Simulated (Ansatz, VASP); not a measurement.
This is a calculation of Hf for Ansatz 0.2.0.

Contents of input.yaml:

```yaml
crystal:
  lattice:
    - [3.1967, 0.031967, 0.0]
    - [-1.5706657659, 2.7524399083, 0.0]
    - [0.0, 0.0, 5.0578]
  atoms:
    - { symbol: Hf, position: [0.6666666667, 0.3333333333, 0.75] }
    - { symbol: Hf, position: [0.3333333333, 0.6666666667, 0.25] }
kpoints:
  mp_grid: { grid: [10, 10, 5] }
scf:
  occupations: { method: fermi_dirac, width: 0.05 }
hamiltonian:
  xc: pbe
  pseudopotentials: { kind: all_electron, lapw: { basis_error: 0.001 } }
output:
  forces: true
  stress: true
  eigenvalues: true
```

Potentials or basis: all-electron LAPW, scalar-relativistic.

Run with:

```sh
$ ansatz run input.yaml --threads 1 --pin off --max-ram 3072MiB --backend cpu --events-out ev --progress --plain --runs-dir out
```

**Question.** Set up the same calculation for VASP 6.6.1. Potentials there: VASP PAW PBE potentials, release 64 (Hf_pv).

**Answer.** As run (the cutoff follows the program's own potentials):

File INCAR:

```
SYSTEM = Hf
ALGO = Fast
EDIFF = 1E-6
ENCUT = 520
GGA = PE
ISIF = 2
ISMEAR = -1
LASPH = .TRUE.
LCHARG = .TRUE.
LELF = .TRUE.
LREAL = .FALSE.
LVHAR = .TRUE.
LWAVE = .FALSE.
NBANDS = 17
NELM = 60
PREC = Accurate
SIGMA = 0.05
```

The input KPOINTS:

```
k-points
0
G
  10 10 5
  0 0 0
```

File POSCAR:

```
Hf
1.0
    3.1967000000      0.0319670000      0.0000000000
   -1.5706657659      2.7524399083      0.0000000000
    0.0000000000      0.0000000000      5.0578000000
Hf
2
Direct
    0.6666666667      0.3333333333      0.7500000000
    0.3333333333      0.6666666667      0.2500000000
```

Potentials or basis: VASP PAW PBE potentials, release 64 (Hf_pv).

The run is started by

```bash
$ cat potpaw_PBE.64/Hf_pv/POTCAR > POTCAR
$ mpirun -np 1 vasp_std > vasp.out
```

Both were run:

|  | VASP | Ansatz | Ansatz less VASP |
| --- | --- | --- | --- |
| gap on the k mesh at the Fermi level (eV) | none | none | - |
| pressure (GPa) | 0.2 | 0.6 | +0.45 |
| traceless stress, the component that is largest in VASP (GPa) | -1.33 | -1.33 | -0.001 |
| rms of the force components (eV/Å) | 0.029 | 0.029 | +0.0004 |

Atom by atom the forces differ by 0.000 eV/Å (rms over components). A gap of «none» marks a metal or a gap that the smearing closes. Ansatz ran all-electron here, and VASP with PAW potentials.

Neither program's run includes spin-orbit coupling.
